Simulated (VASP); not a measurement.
A run of VASP 6.6.1 is set up as follows.

INCAR

```
SYSTEM = AlN
PREC = Accurate
ENCUT = 520
EDIFF = 1E-8
ISMEAR = -1
SIGMA = 0.02
LREAL = .False.
LASPH = .True.
NELM = 120
ALGO = Normal
ISIF = 2
LWAVE = .False.
LCHARG = .False.
GGA = PE
LEFG = .True.
NBANDS = 11
GGA_COMPAT = .False.
```

File KPOINTS:

```
Automatic mesh
0
Gamma
  10 10 10
  0 0 0
```

File POSCAR:

```
AlN
1.0
    0.0000000000      1.9780000000      1.9582200000
    1.9780000000      0.0000000000      1.9582200000
    1.9780000000      1.9780000000      0.0000000000
Al N
1 1
Direct
    0.0000000000      0.0000000000      0.0000000000
    0.5000000000      0.5000000000      0.5000000000
```

Potentials or basis: VASP PAW PBE potentials, release 64 (Al, N).

The run is started by

```bash
$ cat potpaw_PBE.64/Al/POTCAR potpaw_PBE.64/N/POTCAR > POTCAR
$ mpirun -np 1 vasp_std > vasp.out
```

(1) Predict the pressure.

(2) What does it give for the band gap on the k mesh?

## Answers

(1) 28.9 GPa.

(2) 5.07 eV (least direct gap 6.79 eV).

Caveat: the cell differs from its parent crystal (zz strain of -1 %); the cell stands under pressure; without QUAD_EFG the Cq values of the log hold for a quadrupole moment of 1 mb, not for the nuclei.
